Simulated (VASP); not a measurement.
# MoS2 (P-3m1) in VASP: further runs

Aim: see how the results for MoS2 move with the level of theory and the settings. Levels: PBEsol, RPBE+D3(BJ). Tasks: single point.

Everything below comes from runs of VASP 6.6.1. Logs are shortened: lines on timing, memory, paths and dates and some standing lists are left out, and cuts for length are marked.

## Step 1: The cell of the first run

Symmetry: P-3m1, No. 164, trigonal system. Conventional cell: a = 3.291 Å, b = 3.291 Å, c = 6.436 Å, α = 90.00°, β = 90.00°, γ = 120.00°. Within 3.3 Å of Mo (site symmetry -3m) lie 6 S at 2.47 Å and 6 Mo at 3.29 Å. Within 3.3 Å of S (site symmetry 3m) lie 3 Mo at 2.47 Å and 6 S at 3.29 Å.

## Step 2: Single point, PBEsol

File INCAR:

```
SYSTEM = MoS2
PREC = Accurate
ENCUT = 520
EDIFF = 1E-6
ISMEAR = -1
SIGMA = 0.05
LREAL = .FALSE.
LASPH = .TRUE.
NELM = 80
ALGO = Normal
ISIF = 2
LWAVE = .FALSE.
LCHARG = .FALSE.
GGA = PS
NBANDS = 20
```

File KPOINTS:

```
regular mesh
0
G
  9 9 4
  0 0 0
```

File POSCAR:

```
MoS2
1.0
    3.2907642509      0.0000000000      0.0000000000
   -1.6453821255      2.8498854391      0.0000000000
    0.0000000000      0.0000000000      6.4362788402
Mo S
1 2
Direct
    0.0000000000      0.0000000000      0.5000000000
    0.6666666667      0.3333333333      0.7446806800
    0.3333333333      0.6666666667      0.2553193200
```

Potentials or basis: VASP PAW PBE potentials, release 64 (Mo_sv, S).

On the command line:

```
> cat potpaw_PBE.64/Mo_sv/POTCAR potpaw_PBE.64/S/POTCAR > POTCAR
> mpirun -np 1 vasp_std > vasp.out
```

OUTCAR:

```text
SYSTEM = MoS2
   PREC = Accurate
   ENCUT = 520
   EDIFF = 1E-6
   ISMEAR = -1
   LREAL = .FALSE.
   LASPH = .TRUE.
   NELM = 80
   ISIF = 2
   GGA = PS

 ion  position               nearest neighbor table
   1  0.000  0.000  0.500-   2 2.47   3 2.47   3 2.47   2 2.47   2 2.47   3 2.47
   2  0.667  0.333  0.745-   1 2.47   1 2.47   1 2.47
   3  0.333  0.667  0.255-   1 2.47   1 2.47   1 2.47

  LATTYP: Found a hexagonal cell.
 ALAT       =     3.2907642509
 C/A-ratio  =     1.9558614199

  Lattice vectors:

 A1 = (   3.2907642509,   0.0000000000,   0.0000000000)
 A2 = (  -1.6453821255,   2.8498854391,   0.0000000000)
 A3 = (   0.0000000000,   0.0000000000,   6.4362788402)

Analysis of symmetry for initial positions (statically):
=====================================================================
 Subroutine PRICEL returns:
 Original cell was already a primitive cell.

 Routine SETGRP: Setting up the symmetry group for a
 hexagonal supercell.

 Subroutine GETGRP returns: Found 12 space group operations
 (whereof 12 operations were pure point group operations)
 out of a pool of 24 trial point group operations.

The static configuration has the point symmetry D_3d.

Analysis of symmetry for dynamics (positions and initial velocities):
=====================================================================
 Subroutine PRICEL returns:
 Original cell was already a primitive cell.

 Routine SETGRP: Setting up the symmetry group for a
 hexagonal supercell.

 Subroutine GETGRP returns: Found 12 space group operations
 (whereof 12 operations were pure point group operations)
 out of a pool of 24 trial point group operations.

The dynamic configuration has the point symmetry D_3d.

 Subroutine INISYM returns: Found 12 space group operations
 (whereof 12 operations are pure point group operations),
 and found     1 'primitive' translations

----------------------------------------------------------------------------------------

                                     Primitive cell

  volume of cell :      60.3614

  direct lattice vectors                    reciprocal lattice vectors
     3.290764251  0.000000000  0.000000000     0.303880778  0.175445649  0.000000000
    -1.645382126  2.849885439  0.000000000     0.000000000  0.350891298  0.000000000
     0.000000000  0.000000000  6.436278840     0.000000000  0.000000000  0.155369279

  length of vectors
     3.290764251  3.290764251  6.436278840     0.350891298  0.350891298  0.155369279

  position of ions in fractional coordinates (direct lattice)
     0.000000000  0.000000000  0.500000000
     0.666666667  0.333333333  0.744680680
     0.333333333  0.666666667  0.255319320

  ion indices of the primitive-cell ions
   primitive index   ion index
                 1           1
                 2           2
                 3           3

----------------------------------------------------------------------------------------

 KPOINTS: regular mesh

Automatic generation of k-mesh.
 Grid dimensions read from file:
 generate k-points for:    9    9    4

 Generating k-lattice:

  Cartesian coordinates                     Fractional coordinates (reciprocal lattice)
     0.033764531  0.019493961  0.000000000     0.111111111 -0.000000000  0.000000000
     0.000000000  0.038987922  0.000000000     0.000000000  0.111111111  0.000000000
     0.000000000  0.000000000  0.038842320     0.000000000  0.000000000  0.250000000

  Length of vectors
     0.038987922  0.038987922  0.038842320

  Shift w.r.t. Gamma in fractional coordinates (k-lattice)
     0.000000000  0.000000000  0.000000000

 Subroutine IBZKPT returns following result:
 ===========================================

 Found     43 irreducible k-points:

 Following reciprocal coordinates:
            Coordinates               Weight
  0.000000  0.000000  0.000000      1.000000
  0.111111  0.000000  0.000000      6.000000
  0.222222  0.000000  0.000000      6.000000
  0.333333 -0.000000  0.000000      6.000000
  0.444444  0.000000  0.000000      6.000000
  0.111111  0.111111  0.000000      6.000000
[... 16 lines left out ...]
  0.222222  0.111111  0.250000     12.000000
 -0.111111  0.333333  0.250000     12.000000
 [... further k-points ...]
   k-points           NKPTS =     43   k-points in BZ     NKDIM =     43   number of bands    NBANDS=     20
   number of dos      NEDOS =    301   number of ions     NIONS =      3
   total plane-waves  NPLWV =  27648
   dimension x,y,z NGX =    24 NGY =   24 NGZ =   48
   dimension x,y,z NGXF=    48 NGYF=   48 NGZF=   96
   ions per type =               1   2
   NGX,Y,Z   is equivalent  to a cutoff of  12.12, 12.12, 12.40 a.u.
   NGXF,Y,Z  is equivalent  to a cutoff of  24.25, 24.25, 24.80 a.u.
 SYSTEM =  MoS2
   PREC   = accura    normal or accurate (medium, high low for compatibility)
   ISTART =      0    job   : 0-new  1-cont  2-samecut
   ICHARG =      2    charge: 1-file 2-atom 10-const
   ISPIN  =      1    spin polarized calculation?
   LNONCOLLINEAR =      F non collinear calculations
   LSORBIT =      F    spin-orbit coupling
   LASPH  =      T    aspherical Exc in radial PAW
   ENCUT  =  520.0 eV  38.22 Ry    6.18 a.u.   6.12  6.12 11.97*2*pi/ulx,y,z
   NELM   =     80;   NELMIN=  2; NELMDL= -5     # of ELM steps
   EDIFF  = 0.1E-05   stopping-criterion for ELM
   LREAL  =      F    real-space projection
   EDIFFG = 0.1E-04   stopping-criterion for IOM
   NSW    =      0    number of steps for IOM
   IBRION =     -1    ionic relax: 0-MD 1-quasi-New 2-CG
   NFREE  =      0    steps in history (QN), initial steepest desc. (CG)
   ISIF   =      2    stress and relaxation
   ISYM   =      2    0-nonsym 1-usesym 2-fastsym
   POTIM  = 0.5000    time-step for ionic-motion
   TEBEG  =    0.0;   TEEND  =   0.0 temperature during run
   PSTRESS=    0.0 pullay stress
   NELECT =      26.0000    total number of electrons
   NUPDOWN=      -1.0000    fix difference up-down
   EMIN   =  10.00;   EMAX   =-10.00  energy-range for DOS
   EFERMI =   0.00;   METHOD = LEGACY
   ISMEAR =    -1;   SIGMA  =   0.05  broadening in eV -4-tet -1-fermi 0-gaus
   EFERMI_NEDOS =   21; number of points for ismear=-14 and -15
   IALGO  =     38    algorithm
   IMIX   =      4    mixing-type and parameters
     AMIX     =   0.40;   BMIX     =  1.00
     AMIX_MAG =   1.60;   BMIX_MAG =  1.00
  volume/ion in A,a.u.               =      20.12       135.78
  Fermi-wavevector in a.u.,A,eV,Ry     =   1.236364  2.336389 20.797803  1.528595
  Thomas-Fermi vector in A             =   2.370975
   LORBIT       =      0    0 simple, 1 ext, 2 COOP (PROOUT), +10 PAW based schemes
   GGA     = PS    functional components
   LHFCALC =     F    Hartree Fock is set to
   AEXX    =    0.0000 exact exchange contribution
   IVDW    =     0    specifies the selected vdW correction
   LEPSILON=     F    determine dielectric tensor
   LRPA    =     F    only Hartree local field effects (RPA)
 non-spin polarized calculation
  energy-cutoff  :      520.00
  volume of cell :       60.36
 maximum number of plane-waves:      1644
   NGX = 13   NGY = 13   NGZ = 23

 number of electron      26.0000001 magnetization

 Free energy of the ion-electron system (eV)
  ---------------------------------------------------
  ext. energy  EPLUGINS =         0.00000000
  ---------------------------------------------------
  free energy    TOTEN  =       -22.43100034 eV

  energy without entropy =      -22.42119239  energy(sigma->0) =      -22.42609636

 E-fermi :   6.1104     XC(G=0): -10.3443

 val. band max:        6.1065141220   @ k =   0.3333   0.2222   0.0000
 cond. band min:       6.2606875441   @ k =  -0.1111   0.3333   0.2500
 fundamental gap:      0.1541734220
 Fermi energy:         6.1104174887

 k-point     1 :       0.0000    0.0000    0.0000
  band No.  band energies     occupation
      1     -55.5946      2.00000
      2     -29.6293      2.00000
      3     -29.6293      2.00000
      4     -29.6073      2.00000
      5      -8.3264      2.00000
      6      -7.0315      2.00000
[... 12 lines left out ...]
     19      12.0677      0.00000
     20      15.6418      0.00000

 k-point     2 :       0.1111    0.0000    0.0000
  band No.  band energies     occupation
      1     -55.5918      2.00000
      2     -29.6602      2.00000
      3     -29.6365      2.00000
      4     -29.6014      2.00000
      5      -8.1576      2.00000
      6      -6.9902      2.00000
[... 12 lines left out ...]
     19      12.9097      0.00000
     20      15.1589      0.00000

 k-point     3 :       0.2222    0.0000    0.0000
  band No.  band energies     occupation
      1     -55.5848      2.00000
      2     -29.7378      2.00000
      3     -29.6546      2.00000
      4     -29.5865      2.00000
      5      -7.6979      2.00000
      6      -6.8777      2.00000
[... 12 lines left out ...]
     19      13.6372      0.00000
     20      14.5505      0.00000

 k-point     4 :       0.3333   -0.0000    0.0000
  band No.  band energies     occupation
      1     -55.5768      2.00000
      2     -29.8248      2.00000
      3     -29.6751      2.00000
      4     -29.5694      2.00000
      5      -7.1325      2.00000
      6      -6.6912      2.00000
[... 12 lines left out ...]
     19      13.0151      0.00000
     20      13.8152      0.00000

 k-point     5 :       0.4444    0.0000    0.0000
  band No.  band energies     occupation
      1     -55.5715      2.00000
      2     -29.8809      2.00000
      3     -29.6884      2.00000
      4     -29.5583      2.00000
      5      -6.8611      2.00000
      6      -6.3732      2.00000
[... 12 lines left out ...]
     19      12.5779      0.00000
     20      14.0807      0.00000
[... 353 lines left out ...]
      6      -6.3694      2.00000
[... 12 lines left out ...]
     19      12.3279      0.00000
     20      13.3433      0.00000

 k-point    22 :       0.1111    0.1111    0.2500
  band No.  band energies     occupation
      1     -55.5869      2.00000
      2     -29.7117      2.00000
      3     -29.6520      2.00000
      4     -29.5910      2.00000
      5      -7.7726      2.00000
      6      -7.0101      2.00000
[... 12 lines left out ...]
     19      14.0709      0.00000
     20      14.8399      0.00000

 k-point    23 :       0.2222    0.1111    0.2500
  band No.  band energies     occupation
      1     -55.5794      2.00000
      2     -29.7874      2.00000
      3     -29.6777      2.00000
      4     -29.5750      2.00000
      5      -7.2737      2.00000
      6      -6.8169      2.00000
[... 12 lines left out ...]
     19      13.7730      0.00000
     20      14.7007      0.00000

 k-point    24 :      -0.1111    0.3333    0.2500
  band No.  band energies     occupation
      1     -55.5794      2.00000
      2     -29.7874      2.00000
      3     -29.6777      2.00000
      4     -29.5750      2.00000
      5      -7.2296      2.00000
      6      -6.8713      2.00000
[... 12 lines left out ...]
     19      14.0194      0.00000
     20      14.4789      0.00000

 [... further k-points ...]
[... 5 lines left out ...]
  --------------------------------------------------------------------------------------
  -------------------------------------------------------------------------------------
  Total       -4.0572527     -4.0572527     -3.0378999      0.0000000      0.0000000      0.0000000
  in kB     -107.6920436   -107.6920436    -80.6352653      0.0000000      0.0000000      0.0000000
  external PRESSURE =     -98.6731175 kB  Pullay stress =       0.0000000 kB

 VOLUME and BASIS-vectors are now :
 -----------------------------------------------------------------------------
  energy-cutoff  :      520.00
  volume of cell :       60.36
      direct lattice vectors                 reciprocal lattice vectors
     3.290764251  0.000000000  0.000000000     0.303880778  0.175445649  0.000000000
    -1.645382126  2.849885439  0.000000000     0.000000000  0.350891298  0.000000000
     0.000000000  0.000000000  6.436278840     0.000000000  0.000000000  0.155369279

 POSITION                                       TOTAL-FORCE (eV/Angst)
 -----------------------------------------------------------------------------------
      0.00000      0.00000      3.21814         0.000000      0.000000      0.000000
      1.64538      0.94996      4.79297         0.000000      0.000000     -0.819981
     -0.00000      1.89992      1.64331        -0.000000      0.000000      0.819981
 -----------------------------------------------------------------------------------
    total drift:                                0.000000     -0.000000      0.000000

  FREE ENERGIE OF THE ION-ELECTRON SYSTEM (eV)
  ---------------------------------------------------
  free  energy   TOTEN  =       -22.4310003411 eV

  energy  without entropy=      -22.4211923860  energy(sigma->0) =      -22.42609636
```

Run time: 21 s. Hardware: 1 thread of Intel Xeon Platinum 8488C (Sapphire Rapids), shared host; peak memory 0.19 GiB.

What came out:

```
Free energy            : -22.4310 eV
Pressure               : -9.9 GPa
Largest force          : 0.820 eV/Å
Band gap on the k mesh : zero (band 13 reaches 6.70 eV, above the bottom of band 14 at 5.72 eV)
```

Forces on the atoms (eV/Å):
```
Mo   0.000  0.000  0.000
S    0.000  0.000 -0.820
S    0.000  0.000  0.820
```

Stress tensor (GPa, compression positive):
```
-10.77   0.00   0.00
  0.00 -10.77   0.00
  0.00   0.00  -8.06
```

Caveat: the PAW data sets were made with another functional, which shifts forces and pressure a little; this functional lacks dispersion, which binds the layers, so the pressure and a relaxed spacing across them are unreliable.

## Step 3: Single point, RPBE+D3(BJ)

File INCAR:

```
  PREC = Accurate
  ENCUT = 520
  EDIFF = 1E-6
  ISMEAR = -1
  SIGMA = 0.05
  LREAL = F
  LASPH = T
  NELM = 100
  ALGO = Normal
  ISIF = 2
  LWAVE = F
  LCHARG = T
  GGA = RP
  IVDW = 12
  LELF = T
  LVHAR = T
  NBANDS = 20
```

File KPOINTS:

```
Automatic mesh
0
Gamma
  9 9 4
```

POSCAR is that of step 2.

Potentials or basis: VASP PAW PBE potentials, release 64 (Mo_sv, S).

On the command line:

```
> cat potpaw_PBE.64/Mo_sv/POTCAR potpaw_PBE.64/S/POTCAR > POTCAR
> mpirun -np 1 vasp_std > vasp.out
```

Wall time 30 s (1 thread of Intel Xeon Platinum 8488C (Sapphire Rapids), shared host); peak memory 0.2 GiB.

The run converged. Its results:

```
Free energy                : -24.8872 eV
Pressure                   : -19.1 GPa
Largest force              : 1.123 eV/Å
Band gap on the k mesh     : zero (band 13 reaches 6.89 eV, above the bottom of band 14 at 5.85 eV)
Dispersion energy per atom : -1.714 eV
```

Forces in eV/Å, atoms in the order of the input:
```
Mo   0.000  0.000  0.000
S    0.000  0.000 -1.123
S    0.000  0.000  1.123
```

Stress tensor (GPa, compression positive):
```
-22.07   0.00   0.00
  0.00 -22.07   0.00
  0.00   0.00 -13.29
```

Levels at points of the mesh, in eV from the Fermi level:
| k point | band 11 | band 12 | band 13 | band 14 | band 15 | band 16 |
| --- | --- | --- | --- | --- | --- | --- |
| (0.00, 0.00, 0.00) | -0.90 | -0.85 | -0.85 | -0.38 | -0.38 | 2.95 |
| (0.00, 0.00, 0.50) | -0.85 | -0.85 | -0.44 | -0.44 | -0.12 | 3.08 |

Caveat: the PAW data sets were made with another functional, which shifts forces and pressure a little.
